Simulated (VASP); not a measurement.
The system is Ir.

```xyz
2
Lattice="2.7514 0.0000 0.0000 -1.3757 2.3828 0.0000 0.0000 0.0000 4.2838" Properties=species:S:1:pos:R:3 pbc="T T T"
Ir    0.0000    1.5885    1.0709
Ir    1.3757    0.7943    3.2128
```

Base run:

* Program: VASP 6.6.1
* Functional: PBEsol
* Potentials or basis: VASP PAW PBE potentials, release 64 (Ir)
* Cutoff: 520 eV
* k mesh: 9 × 9 × 5
* Occupations: fermi-dirac, width 0.05 eV
* Spin: no spin polarisation

Its results: band gap on the k mesh zero (band 9 reaches 11.27 eV, above the bottom of band 10 at 8.42 eV); pressure 4.2 GPa.

Q: The run is repeated on the same cell with these changes: potentials or basis from VASP PAW PBE potentials, release 64 (Ir) to VASP PAW PBE potentials, release 64 (Ir_sv_GW); cutoff from 520 eV to 500 eV; further incar settings from ALGO = Normal; EDIFF = 1e-06; NBANDS = 16 to ALGO = Normal; EDIFF = 1e-06; NBANDS = 24; valence electrons from 18 to 34. What comes out?

A: Band gap on the k mesh zero (band 17 reaches 13.78 eV, above the bottom of band 18 at 10.94 eV); pressure 0.0 GPa.

Caveats: the PAW data sets were made with another functional, which shifts forces and pressure a little; spin-orbit coupling is left out, which moves the levels of the heavy elements.
